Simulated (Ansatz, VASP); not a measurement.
**One calculation of Ti, two programs**

File INCAR:

```
PREC = Accurate ; ENCUT = 520
EDIFF = 1E-6 ; ISMEAR = -1
SIGMA = 0.08 ; LREAL = False
LASPH = True ; NELM = 80
ALGO = Normal ; ISIF = 2
LWAVE = False ; LCHARG = False
GGA = PE ; NBANDS = 19
```

The input KPOINTS:

```
regular mesh
0
Gamma
  12 12 12
```

The input POSCAR:

```
Ti
1.0
    0.0000000000      2.1795253664      2.1795253664
    2.1795253664      0.0000000000      2.1795253664
    2.1795253664      2.1795253664      0.0000000000
Ti
2
Direct
   -0.1250000000     -0.1250000000     -0.1250000000
    0.1250000000      0.1250000000      0.1250000000
```

Input for Ansatz:

```yaml
crystal:
  lattice:
    - [0.0, 2.1795253664, 2.1795253664]
    - [2.1795253664, 0.0, 2.1795253664]
    - [2.1795253664, 2.1795253664, 0.0]
  atoms:
    - { symbol: Ti, position: [-0.125, -0.125, -0.125] }
    - { symbol: Ti, position: [0.125, 0.125, 0.125] }
kpoints:
  mp_grid: { grid: [12, 12, 12] }
scf:
  occupations: { method: fermi_dirac, width: 0.08 }
hamiltonian:
  xc: pbe
  pseudopotentials: { kind: all_electron, lapw: { basis_error: 0.001 } }
output:
  forces: true
  stress: true
  eigenvalues: true
  populations: true
```

Change from the starting cell: volume scaled by 0.45, LAPW.

Alike in both runs: task single point; functional PBE; k mesh 12 × 12 × 12; occupations fermi-dirac, width 0.08 eV; no spin polarisation.

```csv
,VASP,Ansatz
version,VASP 6.6.1,Ansatz 0.2.0
potentials or method,"VASP PAW PBE potentials, release 64 (Ti_sv), cutoff 520 eV","all-electron LAPW, scalar-relativistic"
```

```tsv
	VASP	Ansatz	Ansatz less VASP
pressure (GPa)	151.2	135.4	-15.86
```

The pressures are high and differ by over a tenth, so treat them with care. Ansatz ran all-electron here, and VASP with PAW potentials.

Noted on VASP's run: the cell as given lies far from equilibrium.
